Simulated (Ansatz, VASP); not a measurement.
# CdS in VASP and in Ansatz

```
Cd S
1.0
     0.00000    2.91650    2.91650
     2.91650    0.00000    2.91650
     2.91650    2.91650    0.00000
Cd S
1 1
Direct
  0.00000 0.00000 0.00000
  0.25000 0.25000 0.25000
```

Alike in both runs: task relaxation of cell and atoms; functional PBEsol; k mesh 6 × 6 × 6; no spin polarisation.

```csv
,VASP,Ansatz
version,VASP 6.6.1,Ansatz 0.2.0
potentials or method,"VASP PAW PBE potentials, release 64 (Cd, S)","plane waves, PAW"
plane-wave cutoff (eV),600,420
occupations,"gaussian, width 0.01 eV",fixed
valence electrons in the cell,18,26
```

```tsv
	VASP	Ansatz	Ansatz less VASP
relaxed volume (Å³/atom)	24.81	24.70	-0.104
relaxed cell length with the largest relative difference (Å)	4.125	4.119	-0.0058
```

VASP's potentials were made for PBE, not for PBEsol. VASP's potentials hold 18 valence electrons a cell and Ansatz's 26, so a difference there can come from the potentials and not from the codes.

Noted on VASP's run: the relaxation stopped at its first step, so nothing moved.
